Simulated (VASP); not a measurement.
A run of VASP 6.6.1 is set up as follows.

INCAR

```
ALGO     = Normal         # electronic algorithm
EDIFF    = 1E-6           # SCF threshold, eV
ENCUT    = 520            # plane-wave cutoff, eV
GGA      = PE             # functional
ISIF     = 2              # what is computed and relaxed
ISMEAR   = 0              # smearing method
LASPH    = True           # aspherical terms in the spheres
LCHARG   = False          # write CHGCAR
LREAL    = False          # projectors in reciprocal space
LWAVE    = False          # write WAVECAR
NBANDS   = 16             # bands
NELM     = 80             # most SCF steps
PREC     = Accurate       # precision mode
SIGMA    = 0.01           # smearing width, eV
```

File KPOINTS:

```
k-points
0
Gamma
  6 6 4
```

The input POSCAR:

```
BN
1.0
    2.5439493101      0.0000000000      0.0000000000
   -1.2719746550      2.2031247285      0.0000000000
    0.0000000000      0.0000000000      4.2078167837
B N
2 2
Direct
    0.6666666667      0.3333333333      0.0002035745
    0.3333333333      0.6666666667      0.5002035745
    0.6666666667      0.3333333333      0.3747964255
    0.3333333333      0.6666666667      0.8747964255
```

Potentials or basis: VASP PAW PBE potentials, release 64 (B, N).

Command:

```console
$ cat potpaw_PBE.64/B/POTCAR potpaw_PBE.64/N/POTCAR > POTCAR
$ mpirun -np 1 vasp_std > vasp.out
```

Predict the largest force.

0.004 eV/Å.

Predict the pressure.

5.0 GPa.

What does it give for the band gap on the k mesh?

5.19 eV (least direct gap 8.32 eV).

Stress tensor (GPa, compression positive):
```
5.05 0.00 0.00
0.00 5.05 0.00
0.00 0.00 4.77
```

Caveat: the k points lie up to 0.48 Å⁻¹ apart. A k mesh can miss the band edges.
